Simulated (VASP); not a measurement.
Wanted: the native input for a VASP 6.6.1 run.

```yaml
Task: relaxation of cell and atoms
Functional: PBE
Potentials_or_basis: VASP PAW PBE potentials, release 64 (Li_sv)
Cutoff: 600 eV
k_mesh: 6 × 6 × 6
Occupations: gaussian, width 0.1 eV
Spin: no spin polarisation
Dipole_correction: no
Further_INCAR_settings: ALGO = Fast; EDIFF = 1e-07; IBRION = 2; EDIFFG = -0.04; NSW = 90; ISIF = 3
```

The structure of Li lies in POSCAR:

```
Li
1.0
    2.5346448600      0.0000000000      0.0000000000
    0.0000000000      2.5346448600      0.0000000000
    0.0000000000      0.0000000000      3.0877195800
Li
1
Direct
    0.0000000000      0.0000000000      0.0000000000
```

The input as run:

INCAR

```
  ALGO = Fast
  EDIFF = 1E-7
  EDIFFG = -0.04
  ENCUT = 600
  GGA = PE
  IBRION = 2
  ISIF = 3
  ISMEAR = 0
  LASPH = T
  LCHARG = F
  LREAL = F
  LWAVE = F
  NELM = 100
  NSW = 90
  PREC = Accurate
  SIGMA = 0.1
```

KPOINTS

```
k-points
0
Gamma
  6 6 6
```

Potentials or basis: VASP PAW PBE potentials, release 64 (Li_sv).

Run with:

```console
$ cat potpaw_PBE.64/Li_sv/POTCAR > POTCAR
$ mpirun -np 1 vasp_std > vasp.out
```

It gave:

* Relaxed volume: 20.34 Å³/atom
* Relaxed cell: a = 2.730 Å, b = 2.730 Å, c = 2.730 Å, α = 90.00°, β = 90.00°, γ = 90.00°
* Space group after relaxing (to 0.05 Å): Pm-3m (No. 221)
* Energy gained by relaxing: 112.9 meV/atom
* Ionic steps: 5
* Pressure after relaxing: -0.2 GPa

Caveat: the k points lie up to 0.38 Å⁻¹ apart in the final cell; the cutoff is under 1.25 times the usual one of these potentials, so pressure, stress and relaxed cells hold a basis-set (Pulay) error.

Wall time 7.3 s on 1 thread of Intel(R) Xeon(R) 6975P-C (Granite Rapids), with other jobs on the host, peak memory 0.12 GiB.
